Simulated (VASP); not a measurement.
# Ga16As9P7 (P1) in VASP: a series of runs

The runs below take Ga16As9P7 through single point, with PBEsol.

All numbers are computed with VASP 6.6.1; they aren't measurements. Logs are shortened: lines on timing, memory, paths and dates and some standing lists are left out, and cuts for length are marked.

## Step 1: The cell of the first run

The typed cell holds 96 atoms: a = 11.744 Å, b = 13.583 Å, c = 12.926 Å, α = 90.00°, β = 90.00°, γ = 90.00°.

## Step 2: Single point, PBEsol

INCAR

```
SYSTEM = Ga16As9P7
ALGO = Normal ; EDIFF = 1E-6
ENCUT = 500 ; GGA = PS
GGA_COMPAT = .False. ; ISIF = 2
ISMEAR = -1 ; ISYM = -1
KPAR = 1 ; LASPH = .True.
LCHARG = .False. ; LREAL = Auto
LWAVE = .False. ; NBANDS = 486
NELM = 120 ; PREC = Accurate
SIGMA = 0.05
```

KPOINTS

```
explicit points
1
Reciprocal
  0.25000000   0.25000000   0.25000000 1
```

POSCAR

```
Ga16As9P7
1.0
   11.7436555608     -0.0000000014      0.0000000000
   -0.0000019986     13.5828035648      0.0000000000
    0.0000000000      0.0000000000     12.9259884992
Ga P As
48 21 27
Direct
    0.9998960000      0.1669600000      0.0015350000
    0.0002340000      0.1720710000      0.5057370000
    0.3287650000      0.1635860000      0.0020580000
    0.3331480000      0.1663610000      0.4992860000
    0.1611830000      0.4183770000      0.0017690000
    0.1617590000      0.4137370000      0.4992440000
    0.0038800000      0.6695700000      0.9965880000
    0.9950250000      0.6631610000      0.4981240000
    0.6722340000      0.1676060000      0.9959800000
    0.6669180000      0.1731710000      0.4985980000
    0.5062370000      0.4138280000      0.9999110000
    0.5042690000      0.4193330000      0.4947470000
    0.3293570000      0.6626790000      0.0043100000
    0.3374080000      0.6625080000      0.5041340000
    0.1621970000      0.9187690000      0.9945620000
    0.1658760000      0.9162210000      0.5006950000
    0.8343040000      0.4121790000      0.0046310000
    0.8346120000      0.4158280000      0.4955210000
    0.6680180000      0.6710920000      0.0044650000
    0.6682800000      0.6609630000      0.4968630000
    0.5048950000      0.9128280000      0.9977140000
    0.5017520000      0.9151940000      0.5044480000
    0.8341020000      0.9180200000      0.9940950000
    0.8330990000      0.9185210000      0.5078000000
    0.1646270000      0.0887310000      0.2465170000
    0.1621800000      0.0863670000      0.7546120000
    0.9994350000      0.3340530000      0.2504770000
    0.9988620000      0.3299440000      0.7570040000
    0.4954880000      0.0844100000      0.2471960000
    0.4989650000      0.0778960000      0.7483860000
    0.3288580000      0.3315140000      0.2444680000
    0.3340950000      0.3337890000      0.7501960000
    0.1704270000      0.5790200000      0.2476920000
    0.1699770000      0.5854820000      0.7539750000
    0.9993180000      0.8334550000      0.2494430000
    0.9951450000      0.8352800000      0.7522540000
    0.8381540000      0.0861460000      0.2492700000
    0.8376840000      0.0839060000      0.7519450000
    0.6702910000      0.3356360000      0.2530400000
    0.6661460000      0.3339460000      0.7550530000
    0.4991040000      0.5885340000      0.2512450000
    0.4968390000      0.5872550000      0.7498470000
    0.3309360000      0.8289180000      0.2482640000
    0.3365810000      0.8305680000      0.7469890000
    0.8297220000      0.5809510000      0.2496980000
    0.8321800000      0.5816780000      0.7520280000
    0.6682790000      0.8310330000      0.2500880000
    0.6675730000      0.8373760000      0.7515070000
    0.0001480000      0.1702310000      0.1857000000
    0.0001820000      0.1679800000      0.6901680000
    0.3312860000      0.1667110000      0.1854700000
    0.1644280000      0.4151070000      0.1858990000
    0.3323960000      0.6649020000      0.1877570000
    0.3331320000      0.6663460000      0.6875540000
    0.8342660000      0.4160930000      0.1889800000
    0.6665780000      0.6668790000      0.1888700000
    0.5011030000      0.9143470000      0.6879870000
    0.8329090000      0.9195350000      0.6913080000
    0.1630300000      0.0843690000      0.9383480000
    0.9984420000      0.3328330000      0.4355900000
    0.9986070000      0.3317450000      0.9407500000
    0.1657420000      0.5828660000      0.9383910000
    0.9983980000      0.8341920000      0.9354220000
    0.8364550000      0.0840230000      0.9361240000
    0.6682820000      0.3360610000      0.4361370000
    0.6701040000      0.3324790000      0.9383870000
    0.5009150000      0.5837830000      0.4358540000
    0.8322050000      0.5797880000      0.4344320000
    0.6695100000      0.8334430000      0.9359200000
    0.3323280000      0.1656110000      0.6876570000
    0.1646020000      0.4164550000      0.6889030000
    0.0010000000      0.6647630000      0.1859860000
    0.9996070000      0.6668900000      0.6878470000
    0.6675020000      0.1680820000      0.1856700000
    0.6670080000      0.1662280000      0.6879810000
    0.5006860000      0.4185600000      0.1884330000
    0.5010330000      0.4189840000      0.6852080000
    0.1660350000      0.9187320000      0.1842690000
    0.1661170000      0.9178770000      0.6893380000
    0.8342500000      0.4144670000      0.6859040000
    0.6671910000      0.6685930000      0.6859300000
    0.4996110000      0.9141770000      0.1861280000
    0.8336380000      0.9179860000      0.1834230000
    0.1638030000      0.0846300000      0.4359010000
    0.5011920000      0.0830260000      0.4365810000
    0.5004330000      0.0822470000      0.9370500000
    0.3330110000      0.3338400000      0.4341780000
    0.3320180000      0.3333910000      0.9392350000
    0.1667730000      0.5816580000      0.4367100000
    0.9970100000      0.8326200000      0.4382620000
    0.8343770000      0.0857820000      0.4389250000
    0.5008160000      0.5836860000      0.9387750000
    0.3338640000      0.8307920000      0.4381580000
    0.3323690000      0.8308090000      0.9361060000
    0.8337180000      0.5818430000      0.9405200000
    0.6688900000      0.8311620000      0.4388530000
```

Potentials or basis: VASP PAW PBE potentials, release 64 (Ga_d, P, As).

Command:

```
$ cat potpaw_PBE.64/Ga_d/POTCAR potpaw_PBE.64/P/POTCAR potpaw_PBE.64/As/POTCAR > POTCAR
$ mpirun -np 4 vasp_std > vasp.out
```

OUTCAR:

```text
SYSTEM = Ga16As9P7
   EDIFF = 1E-6
   ENCUT = 500
   GGA = PS
   ISIF = 2
   ISMEAR = -1
   ISYM = -1
   LASPH = .True.
   LREAL = Auto
   NELM = 120
   PREC = Accurate

 ion  position               nearest neighbor table
   1  1.000  0.167  0.002-  59 2.37  61 2.37  64 2.38  49 2.38
   2  0.000  0.172  0.506-  60 2.36  50 2.38  91 2.43  84 2.43
   3  0.329  0.164  0.002-  51 2.37  59 2.37  88 2.45  86 2.45
   4  0.333  0.166  0.499-  85 2.42  84 2.42  87 2.43  70 2.43
   5  0.161  0.418  0.002-  61 2.38  62 2.38  52 2.38  88 2.45
   6  0.162  0.414  0.499-  60 2.36  89 2.42  87 2.44  71 2.45
[... 88 lines left out ...]
  95  0.834  0.582  0.941-  46 2.44   7 2.44  19 2.44  17 2.45
  96  0.669  0.831  0.439-  22 2.42  20 2.43  24 2.43  47 2.44

IMPORTANT INFORMATION: All symmetrisations will be switched off!
NOSYMM: (Re-)initialisation of all symmetry stuff for point group C_1.

----------------------------------------------------------------------------------------

                                     Primitive cell

  volume of cell :    2061.8473

  direct lattice vectors                    reciprocal lattice vectors
    11.743655561 -0.000000001  0.000000000     0.085152361  0.000000013  0.000000000
    -0.000001999 13.582803565  0.000000000     0.000000000  0.073622503  0.000000000
     0.000000000  0.000000000 12.925988499     0.000000000  0.000000000  0.077363522

  length of vectors
    11.743655561 13.582803565 12.925988499     0.085152361  0.073622503  0.077363522

  position of ions in fractional coordinates (direct lattice)
     0.999896000  0.166960000  0.001535000
     0.000234000  0.172071000  0.505737000
     0.328765000  0.163586000  0.002058000
     0.333148000  0.166361000  0.499286000
     0.161183000  0.418377000  0.001769000
     0.161759000  0.413737000  0.499244000
[... 88 lines left out ...]
     0.833718000  0.581843000  0.940520000
     0.668890000  0.831162000  0.438853000

  ion indices of the primitive-cell ions
   primitive index   ion index
                 1           1
                 2           2
                 3           3
                 4           4
                 5           5
                 6           6
[... 88 lines left out ...]
                95          95
                96          96

----------------------------------------------------------------------------------------

 KPOINTS: explicit points

Read explicit list of k-points.

 Found      1 k-points:

 Following reciprocal coordinates:
            Coordinates               Weight
  0.250000  0.250000  0.250000      1.000000
   k-points           NKPTS =      1   k-points in BZ     NKDIM =      1   number of bands    NBANDS=    488
   number of dos      NEDOS =    301   number of ions     NIONS =     96
   total plane-waves  NPLWV = 864000
   dimension x,y,z NGX =    90 NGY =  100 NGZ =   96
   dimension x,y,z NGXF=   180 NGYF=  200 NGZF=  192
   ions per type =              48  21  27
   NGX,Y,Z   is equivalent  to a cutoff of  12.74, 12.24, 12.35 a.u.
   NGXF,Y,Z  is equivalent  to a cutoff of  25.48, 24.48, 24.69 a.u.
 SYSTEM =  Ga16As9P7
   PREC   = accura    normal or accurate (medium, high low for compatibility)
   ISTART =      0    job   : 0-new  1-cont  2-samecut
   ICHARG =      2    charge: 1-file 2-atom 10-const
   ISPIN  =      1    spin polarized calculation?
   LNONCOLLINEAR =      F non collinear calculations
   LSORBIT =      F    spin-orbit coupling
   LASPH  =      T    aspherical Exc in radial PAW
   ENCUT  =  500.0 eV  36.75 Ry    6.06 a.u.  21.41 24.76 23.57*2*pi/ulx,y,z
   NELM   =    120;   NELMIN=  2; NELMDL= -5     # of ELM steps
   EDIFF  = 0.1E-05   stopping-criterion for ELM
   LREAL  =      T    real-space projection
   EDIFFG = 0.1E-04   stopping-criterion for IOM
   NSW    =      0    number of steps for IOM
   IBRION =     -1    ionic relax: 0-MD 1-quasi-New 2-CG
   NFREE  =      0    steps in history (QN), initial steepest desc. (CG)
   ISIF   =      2    stress and relaxation
   ISYM   =     -1    0-nonsym 1-usesym 2-fastsym
[... 1 lines left out ...]
   TEBEG  =    0.0;   TEEND  =   0.0 temperature during run
   PSTRESS=    0.0 pullay stress
   NELECT =     864.0000    total number of electrons
   NUPDOWN=      -1.0000    fix difference up-down
   EMIN   =  10.00;   EMAX   =-10.00  energy-range for DOS
   EFERMI =   0.00;   METHOD = LEGACY
   ISMEAR =    -1;   SIGMA  =   0.05  broadening in eV -4-tet -1-fermi 0-gaus
   EFERMI_NEDOS =   21; number of points for ismear=-14 and -15
   IALGO  =     38    algorithm
   IMIX   =      4    mixing-type and parameters
     AMIX     =   0.40;   BMIX     =  1.00
     AMIX_MAG =   1.60;   BMIX_MAG =  1.00
  volume/ion in A,a.u.               =      21.48       144.94
  Fermi-wavevector in a.u.,A,eV,Ry     =   1.225069  2.315045 20.419546  1.500794
  Thomas-Fermi vector in A             =   2.360121
   LORBIT       =      0    0 simple, 1 ext, 2 COOP (PROOUT), +10 PAW based schemes
   GGA     = PS    functional components
   LHFCALC =     F    Hartree Fock is set to
   AEXX    =    0.0000 exact exchange contribution
   IVDW    =     0    specifies the selected vdW correction
   LEPSILON=     F    determine dielectric tensor
   LRPA    =     F    only Hartree local field effects (RPA)
 non-spin polarized calculation
  energy-cutoff  :      500.00
  volume of cell :     2061.85
 maximum number of plane-waves:     52355
 NGX is ok and might be reduce to    90
   NGX = 43   NGY = 49   NGZ = 47

 number of electron     863.9999950 magnetization

 Free energy of the ion-electron system (eV)
  ---------------------------------------------------
  ext. energy  EPLUGINS =         0.00000000
  ---------------------------------------------------
  free energy    TOTEN  =      -452.65342906 eV

  energy without entropy =     -452.65342601  energy(sigma->0) =     -452.65342753

 E-fermi :   4.7446     XC(G=0):  -9.8906

 val. band max:        4.0541963079   @ k =   0.2500   0.2500   0.2500
 cond. band min:       5.4354889082   @ k =   0.2500   0.2500   0.2500
 fundamental gap:      1.3812926004
 Fermi energy:         4.7446179007

 k-point     1 :       0.2500    0.2500    0.2500
  band No.  band energies     occupation
      1     -10.6762      2.00000
      2     -10.6741      2.00000
      3     -10.6732      2.00000
      4     -10.6627      2.00000
      5     -10.6584      2.00000
      6     -10.6579      2.00000
[... 436 lines left out ...]
    443       6.1758      0.00000
    444       6.2146      0.00000
 [bands above 444 left out]

------------------------ aborting loop because EDIFF is reached ----------------------------------------

  FORCE on cell =-STRESS in cart. coord.  units (eV):
  Direction    XX          YY          ZZ          XY          YZ          ZX
  --------------------------------------------------------------------------------------
  -------------------------------------------------------------------------------------
  Total        0.8607749      0.5133844      0.8989906      0.6637711     -0.2740569      0.6057190
  in kB        0.6688730      0.3989300      0.6985689      0.5157894     -0.2129584      0.4706795
  external PRESSURE =       0.5887906 kB  Pullay stress =       0.0000000 kB

 VOLUME and BASIS-vectors are now :
 -----------------------------------------------------------------------------
  energy-cutoff  :      500.00
  volume of cell :     2061.85
      direct lattice vectors                 reciprocal lattice vectors
    11.743655561 -0.000000001  0.000000000     0.085152361  0.000000013  0.000000000
    -0.000001999 13.582803565  0.000000000     0.000000000  0.073622503  0.000000000
     0.000000000  0.000000000 12.925988499     0.000000000  0.000000000  0.077363522

 POSITION                                       TOTAL-FORCE (eV/Angst)
 -----------------------------------------------------------------------------------
     11.74243      2.26778      0.01984        -0.004155      0.016237     -0.001832
      0.00275      2.33721      6.53715         0.002045      0.022782      0.006507
      3.86090      2.22196      0.02660        -0.014171      0.005722      0.007230
      3.91238      2.25965      6.45377         0.002245      0.008053     -0.002525
      1.89288      5.68273      0.02287        -0.013125      0.018762      0.003081
      1.89964      5.61971      6.45322        -0.010057     -0.000322     -0.004018
[... 88 lines left out ...]
      9.79090      7.90306     12.15715         0.001040     -0.002163      0.000175
      7.85521     11.28951      5.67261        -0.001737     -0.004671     -0.000513
 -----------------------------------------------------------------------------------
    total drift:                               -0.015894     -0.007900      0.029993

  FREE ENERGIE OF THE ION-ELECTRON SYSTEM (eV)
  ---------------------------------------------------
  free  energy   TOTEN  =      -452.6534290565 eV

  energy  without entropy=     -452.6534260099  energy(sigma->0) =     -452.65342753
```

It took 10 min on 4 MPI ranks of Intel Xeon Platinum 8488C (Sapphire Rapids), shared host; peak memory 0.74 GiB.

Results:

```
Free energy            : -452.6534 eV
Pressure               : 0.1 GPa
Largest force          : 0.027 eV/Å
Band gap on the k mesh : 1.38 eV
```

Forces on the atoms (eV/Å):
```
Ga  -0.004  0.016 -0.002
Ga   0.002  0.023  0.007
Ga  -0.014  0.006  0.007
Ga   0.002  0.008 -0.003
Ga  -0.013  0.019  0.003
Ga  -0.010  0.000 -0.004
Ga   0.011  0.017 -0.011
Ga  -0.010 -0.001 -0.005
Ga   0.008  0.017 -0.015
Ga   0.002  0.022 -0.004
Ga   0.011  0.002 -0.009
Ga   0.011  0.011 -0.011
Ga  -0.015  0.002  0.010
Ga   0.013 -0.004  0.010
Ga  -0.013  0.018 -0.009
Ga   0.000  0.007 -0.001
Ga  -0.006 -0.006  0.005
Ga   0.003  0.005 -0.019
Ga  -0.001  0.026  0.009
Ga   0.001 -0.013 -0.016
Ga   0.006  0.006 -0.007
Ga   0.002  0.006  0.016
Ga   0.001  0.007 -0.015
Ga   0.003  0.005  0.017
Ga  -0.002  0.006 -0.010
Ga  -0.017  0.001  0.009
Ga   0.000 -0.012 -0.004
Ga  -0.001 -0.025  0.008
Ga  -0.013  0.001 -0.005
Ga  -0.002 -0.025 -0.006
Ga  -0.013 -0.021 -0.008
Ga   0.001 -0.009 -0.003
Ga   0.011 -0.014 -0.012
Ga   0.014  0.000  0.011
Ga   0.000 -0.012 -0.001
Ga  -0.012 -0.001  0.006
Ga   0.014 -0.006 -0.003
Ga   0.009 -0.016  0.002
Ga   0.015 -0.002  0.009
Ga  -0.002 -0.011  0.016
Ga  -0.003  0.008  0.002
Ga  -0.013 -0.001 -0.009
Ga  -0.001 -0.024 -0.005
Ga   0.012 -0.017 -0.013
Ga  -0.009 -0.017  0.004
Ga  -0.001 -0.013 -0.002
Ga   0.002 -0.023 -0.007
Ga  -0.001  0.008  0.000
P    0.002  0.006  0.005
P    0.003  0.007  0.002
P    0.001  0.010  0.008
P    0.004  0.007  0.003
P    0.001  0.004 -0.001
P    0.000  0.003  0.000
P   -0.004  0.006 -0.004
P    0.000  0.003  0.000
P    0.003  0.008  0.000
P   -0.001  0.009  0.010
P    0.004 -0.010  0.002
P   -0.002 -0.008  0.006
P    0.002 -0.014  0.001
P   -0.001 -0.004 -0.002
P   -0.002 -0.004  0.007
P    0.002 -0.006 -0.001
P    0.001 -0.004  0.006
P    0.004 -0.002  0.001
P    0.001 -0.002  0.005
P   -0.007 -0.004 -0.004
P    0.009 -0.009  0.003
As   0.001  0.004  0.000
As   0.001  0.004  0.000
As   0.001  0.000  0.000
As   0.001  0.006  0.000
As  -0.005  0.010  0.003
As   0.002  0.004  0.001
As  -0.001  0.009 -0.001
As  -0.002  0.004  0.002
As   0.003  0.006  0.003
As   0.003  0.007 -0.001
As   0.004  0.003 -0.002
As  -0.003  0.006  0.003
As   0.001 -0.001 -0.001
As  -0.002  0.006 -0.001
As  -0.005 -0.002 -0.002
As   0.002 -0.004  0.002
As   0.003 -0.006  0.003
As   0.001 -0.001  0.002
As   0.001 -0.002  0.000
As   0.000 -0.002  0.001
As   0.000 -0.003  0.000
As  -0.003  0.003 -0.001
As   0.001 -0.003  0.002
As   0.000 -0.004 -0.003
As   0.001 -0.004  0.006
As   0.001 -0.002  0.000
As  -0.002 -0.005 -0.001
```

Caveat: the PAW data sets were made with another functional, which shifts forces and pressure a little; a shifted mesh leaves out Γ, where band edges can lie. A k mesh can miss the band edges.

(Continued in part 2 of 2.)
